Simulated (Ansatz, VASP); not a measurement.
# One calculation of LiTlS2, two programs

```
Li S Tl
1.0
     4.06677    0.00000    0.00000
     0.00000    4.06677    0.00000
     0.00000    0.00000    5.71878
Li S Tl
1 2 1
Direct
  0.00000 0.00000 0.00000
  0.00000 0.50000 0.23090
  0.50000 0.00000 0.76910
  0.50000 0.50000 0.50000
```

Alike in both runs: task single point; functional PBE; k mesh 6 × 6 × 4; no spin polarisation.

```csv
,VASP,Ansatz
version,VASP 6.6.1,Ansatz 0.2.0
potentials or method,"VASP PAW PBE potentials, release 64 (Li_sv, S, Tl_d)","plane waves, PAW"
plane-wave cutoff (eV),520,420
occupations,"gaussian, width 0.01 eV",fixed
valence electrons in the cell,28,28
```

|  | VASP | Ansatz | Ansatz less VASP |
| --- | --- | --- | --- |
| gap on the k mesh at the Fermi level (eV) | 0.93 | 0.93 | -0.006 |

Neither program's run includes spin-orbit coupling. Noted on VASP's run: the cutoff is under 1.25 times that of the potentials, so the pressure is a little rough.
